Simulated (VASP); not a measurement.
Input of a VASP 6.6.1 run:

File POSCAR:

```
Al
1.0
    4.5138656258      0.0000000000      0.0000000000
   -2.2569328129      3.9091223012      0.0000000000
    0.0000000000      0.0000000000      2.7670360854
Al
2
Direct
    0.3333333333      0.6666666667      0.0000000000
    0.6666666667      0.3333333333      0.0000000000
```

INCAR.step1

```
PREC = Accurate
ENCUT = 520
EDIFF = 1E-5
ISMEAR = -1
SIGMA = 0.05
LREAL = F
LASPH = T
NELM = 60
ALGO = Normal
ISIF = 2
LWAVE = T
LCHARG = F
GGA = PE
NBANDS = 10
```

The input INCAR.step2:

```
PREC = Accurate
ENCUT = 520
EDIFF = 1E-6
ISMEAR = -1
SIGMA = 0.05
LREAL = F
LASPH = T
NELM = 60
ALGO = Normal
ISIF = 2
LWAVE = F
LCHARG = F
GGA = PS
LHFCALC = T
AEXX = 0.25
PRECFOCK = Normal
ISTART = 1
NBANDS = 10
```

Contents of KPOINTS:

```
Automatic mesh
0
Gamma
  4 4 5
```

Potentials or basis: VASP PAW PBE potentials, release 64 (Al).

Run with:

```console
$ cat potpaw_PBE.64/Al/POTCAR > POTCAR
$ cp INCAR.step1 INCAR
$ mpirun -np 1 vasp_std > vasp.out
$ cp INCAR.step2 INCAR
$ mpirun -np 1 vasp_std > vasp.out
```

(1) Estimate the band gap on the k mesh.

(2) What does it give for the pressure?

Results:

(1) zero (band 3 reaches 6.21 eV, above the bottom of band 4 at 3.45 eV).

(2) -0.2 GPa.

Caveat: the k points lie up to 0.45 Å⁻¹ apart; the PAW data sets were made with another functional, which shifts forces and pressure a little.
